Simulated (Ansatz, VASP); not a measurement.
One calculation of Ta2SiO3, two programs

```xyz
6
Lattice="2.4320 1.4041 4.7777 -2.4320 1.4041 4.7777 0.0000 -2.8082 4.7777" Properties=species:S:1:pos:R:3 pbc="T T T"
Ta    0.0000    0.0000   10.6878
Ta    0.0000    0.0000    3.6454
Si    0.0000    0.0000    0.0000
O    -1.2160    0.7021    2.3889
O     1.2160    0.7021    2.3889
O     0.0000   -1.4041    2.3889
```

Change from the starting cell: species swapped into the Hf2Al3Ni type (R-3m, No. 166).

Alike in both runs: functional PBE; k mesh 6 × 6 × 6; occupations gaussian, width 0.1 eV; no spin polarisation.

Ansatz relaxed the structure, and its values are those at the end. VASP's run is a single point on that final structure, the one shown.

|  | VASP | Ansatz |
| --- | --- | --- |
| version | VASP 6.6.1 | Ansatz 0.2.0 |
| potentials or method | VASP PAW PBE potentials, release 64 (Ta_sv_GW, Si, O), cutoff 700 eV | scalar-relativistic, plane waves, PAW |
| valence electrons in the cell | 48 | 48 |

|  | VASP | Ansatz | Ansatz less VASP |
| --- | --- | --- | --- |
| gap on the k mesh at the Fermi level (eV) | none | none | - |
| pressure (GPa) | 0.3 | 0.1 | -0.19 |
| rms of the force components (eV/Å) | 0.046 | 0.001 | -0.0451 |

A gap of «none» marks a metal or a gap that the smearing closes.

Neither program's run includes spin-orbit coupling.
